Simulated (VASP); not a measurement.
Set up this calculation in VASP 6.6.1, as the native input.

| Quantity | Value |
| --- | --- |
| Task | single point |
| Functional | RPBE |
| Potentials or basis | VASP PAW PBE potentials, release 64 (Ta_pv) |
| Cutoff | 520 eV |
| k mesh | 14 × 14 × 14 |
| Occupations | fermi-dirac, width 0.1 eV |
| Spin | no spin polarisation |
| Dipole correction | no |
| Further INCAR settings | ALGO = Normal; EDIFF = 1e-06; NBANDS = 12 |

The structure of Ta lies in POSCAR:

```
Ta
1.0
    0.0000000000      2.1789217704      2.1789217704
    2.1789217704      0.0000000000      2.1789217704
    2.1789217704      2.1789217704      0.0000000000
Ta
1
Direct
    0.0000000000      0.0000000000      0.0000000000
```

This cell differs from its parent crystal: volume scaled by 1.08.

The input as run:

INCAR

```
  PREC = Accurate
  ENCUT = 520
  EDIFF = 1E-6
  ISMEAR = -1
  SIGMA = 0.1
  LREAL = F
  LASPH = T
  NELM = 100
  ALGO = Normal
  ISIF = 2
  LWAVE = F
  LCHARG = F
  GGA = RP
  NBANDS = 12
```

KPOINTS

```
Automatic mesh
0
Gamma
  14 14 14
```

Potentials or basis: VASP PAW PBE potentials, release 64 (Ta_pv).

The run is started by

```console
$ cat potpaw_PBE.64/Ta_pv/POTCAR > POTCAR
$ mpirun -np 1 vasp_std > vasp.out
```

It gave:

| Item | Value |
| --- | --- |
| Pressure | -12.1 GPa |

Caveat: the PAW data sets were made with another functional, which shifts forces and pressure a little.

It took 47 s on 1 thread of AMD EPYC 7R43 64-Core Processor (Zen 3), on a shared host, peak memory 0.12 GiB.
